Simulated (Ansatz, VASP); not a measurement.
Two plane-wave programs on NaCl

File POSCAR:

```
NaCl
1.0
    3.4595458397      0.0000000000      0.0000000000
    0.0000000000      3.4595458397      0.0000000000
    0.0000000000      0.0000000000      3.4595458397
Na Cl
1 1
Direct
    0.0000000000      0.0000000000      0.0000000000
    0.5000000000      0.5000000000      0.5000000000
```

Contents of INCAR.step1:

```
  PREC = Accurate
  ENCUT = 520
  EDIFF = 1E-5
  ISMEAR = 0
  SIGMA = 0.01
  LREAL = False
  LASPH = True
  NELM = 60
  ALGO = Normal
  ISIF = 2
  LWAVE = True
  NBANDS = 14
  GGA = PE
```

INCAR.step2

```
  PREC = Accurate
  ENCUT = 520
  EDIFF = 1E-6
  ISMEAR = 0
  SIGMA = 0.01
  LREAL = False
  LASPH = True
  NELM = 60
  ALGO = Normal
  ISIF = 2
  LWAVE = False
  LCHARG = True
  GGA = PE
  LHFCALC = True
  AEXX = 1.0
  ALDAC = 0.0
  AGGAC = 0.0
  PRECFOCK = Normal
  LELF = True
  LVHAR = True
  NBANDS = 14
  ISTART = 1
```

KPOINTS

```
regular mesh
0
Gamma
  4 4 4
```

Input for Ansatz:

```yaml
crystal:
  lattice:
    - [3.4595458397, 0.0, 0.0]
    - [0.0, 3.4595458397, 0.0]
    - [0.0, 0.0, 3.4595458397]
  atoms:
    - { symbol: Na, position: [0.0, 0.0, 0.0] }
    - { symbol: Cl, position: [0.5, 0.5, 0.5] }
kpoints:
  mp_grid: { grid: [4, 4, 4] }
hamiltonian:
  xc: hf
scf:
  occupations: { method: fixed }
  n_extra_bands: 4
output:
  forces: true
  stress: true
  eigenvalues: true
```

Alike in both runs: task single point; functional HF; k mesh 4 × 4 × 4; no spin polarisation.

|  | VASP | Ansatz |
| --- | --- | --- |
| version | VASP 6.6.1 | Ansatz 0.2.0 |
| potentials or method | VASP PAW PBE potentials, release 64 (Na_pv, Cl) | plane waves |
| plane-wave cutoff (eV) | 520 | 420 |
| occupations | gaussian, width 0.01 eV | fixed |
| valence electrons in the cell | 14 | 16 |

|  | VASP | Ansatz | Ansatz less VASP |
| --- | --- | --- | --- |
| gap on the k mesh at the Fermi level (eV) | 12.70 | 12.67 | -0.034 |
| pressure (GPa) | 2.7 | 3.0 | +0.23 |

VASP's potentials were made for PBE, not for HF. VASP's potentials hold 14 valence electrons a cell and Ansatz's 16, so a difference there can come from the potentials and not from the codes. Ansatz's warnings: stress exchange threshold loose, stress scf threshold loose.

The k mesh is coarse, so the values compare programs but aren't converged.
